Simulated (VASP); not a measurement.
Na2Nb2O:

```
Na Nb O
1.0
     3.61156    0.00000    0.00000
     0.00000    3.61156    0.00000
     0.00000    0.00000    7.78053
Na Nb O
2 2 1
Direct
  0.00000 0.00000 0.00000
  0.50000 0.50000 0.50000
  0.50000 0.50000 0.75043
  0.50000 0.50000 0.24957
  0.50000 0.50000 0.00000
```

The cell was generated, and may not be a known phase.

- Program: VASP 6.6.1
- Task: relaxation of cell and atoms
- Functional: PBE
- Potentials or basis: VASP PAW PBE potentials, release 64 (Na_pv, Nb_sv, O)
- Cutoff: 600 eV
- k mesh: 6 × 6 × 2
- Occupations: gaussian, width 0.1 eV
- Spin: no spin polarisation

At the start: pressure 9.2 GPa; volume 20.30 Å³/atom.

How do energy, volume and symmetry change on relaxing?

Over 13 steps the energy falls by 1663.4 meV/atom and the volume is 19.05 Å³/atom (-6.1 %); space group P4/mmm (No. 123, to 0.1 Å) before and after.

Step by step:
```
step  energy change (eV)  largest force (eV/Å)  pressure (GPa)  volume (Å³)
   1              0.0000                9.2623            9.22       101.48
   2             -7.6004                0.4124           -7.06       113.72
   3             -7.6786                0.3278           -7.13       114.17
   4             -7.7779                0.1756           -7.13       114.96
   5             -8.1438                1.7583            2.80        98.75
   6             -8.1607                1.3956            0.66       101.26
   7             -8.2191                0.0647            0.10        96.62
   8             -8.2549                0.4714           -0.01        98.45
   9             -8.2814                0.2952           -0.55        98.29
  10             -8.3043                0.0717           -1.59        97.94
  11             -8.3135                0.1501            0.19        95.46
  12             -8.3140                0.1074           -0.16        95.93
  13             -8.3170                0.0171           -0.02        95.27
```

Final structure:
```
CELL_PARAMETERS angstrom
3.01286 0.00000 0.00000
0.00000 3.01286 0.00000
0.00000 0.00000 10.49562
ATOMIC_POSITIONS crystal
Na 0.00000 0.00000 0.00000
Na 0.50000 0.50000 0.50000
Nb 0.50000 0.50000 0.80567
Nb 0.50000 0.50000 0.19433
O 0.50000 0.50000 0.00000
```

Caveat: the k points lie up to 0.35 Å⁻¹ apart in the final cell, too coarse for converged energies and pressures of a metal; a cell axis changed by over 15 % at a fixed basis, so the end point is rough.
